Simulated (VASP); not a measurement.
# NaCu3Te4: single point with PBEsol

Crystal: NaCu3Te4.

```xyz
8
Lattice="3.4210 -6.8970 0.0000 3.4210 6.8970 0.0000 0.0000 0.0000 4.4027" Properties=species:S:1:pos:R:3 pbc="T T T"
Na    0.0000    0.0000    2.2013
Cu    3.4210    3.5293    0.0000
Cu    3.4210   -3.5293    0.0000
Cu    3.4210    0.0000    0.0000
Te    1.6555   -1.9150    0.0000
Te    5.1866   -1.9150    0.0000
Te    1.6555    1.9150    0.0000
Te    5.1866    1.9150    0.0000
```

This cell differs from its parent crystal: O replaced by Te, lengths x 1.209, strained.

```yaml
Program: VASP 6.6.1
Task: single point
Functional: PBEsol
Potentials_or_basis: VASP PAW PBE potentials, release 64 (Na_pv, Cu, Te)
Cutoff: 520 eV
k_mesh: 4 × 4 × 4
Occupations: gaussian, width 0.1 eV
Spin: no spin polarisation
```

```json
{
  "Pressure": "14.9 GPa",
  "Largest force": "4.596 eV/Å",
  "Band gap on the k mesh": "zero (bands 32 and 33 overlap by 0.86 eV)"
}
```

Forces on the atoms (eV/Å):
```
Na   0.000  0.000  0.000
Cu   0.000 -3.169  0.000
Cu   0.000  3.169  0.000
Cu   0.000  0.000  0.000
Te   2.646  3.758  0.000
Te  -2.646  3.758  0.000
Te   2.646 -3.758  0.000
Te  -2.646 -3.758  0.000
```

Stress tensor (GPa, compression positive):
```
25.16  0.00  0.00
 0.00 19.38  0.00
 0.00  0.00  0.08
```

Levels at points of the mesh, in eV from the Fermi level:
```csv
k point,band 30,band 31,band 32,band 33,band 34,band 35
"(0.00, 0.00, 0.00)",-0.15,0.00,0.09,0.18,2.14,2.66
"(0.50, 0.00, 0.00)",-0.96,-0.37,-0.15,-0.01,0.01,3.26
"(0.50, 0.50, 0.00)",-0.12,-0.09,0.17,0.27,2.06,2.88
"(0.00, 0.00, 0.50)",-1.23,-0.53,-0.01,0.41,1.12,1.66
"(0.50, 0.00, 0.50)",-1.64,-1.34,-0.77,0.15,0.23,2.55
"(0.50, 0.50, 0.50)",-1.35,-1.10,0.03,0.79,1.06,2.22
```

Run time: 3.9 min on 1 thread of Intel(R) Xeon(R) Platinum 8488C (Sapphire Rapids) (shared host), peak memory 0.44 GiB.

Caveat: the cell differs from its parent crystal (O replaced by Te, lengths x 1.209, strained); the stress differs along the axes, from 0 to 25 GPa; the PAW data sets were made with another functional, which shifts forces and pressure a little; spin-orbit coupling is left out, which moves the levels of the heavy elements.
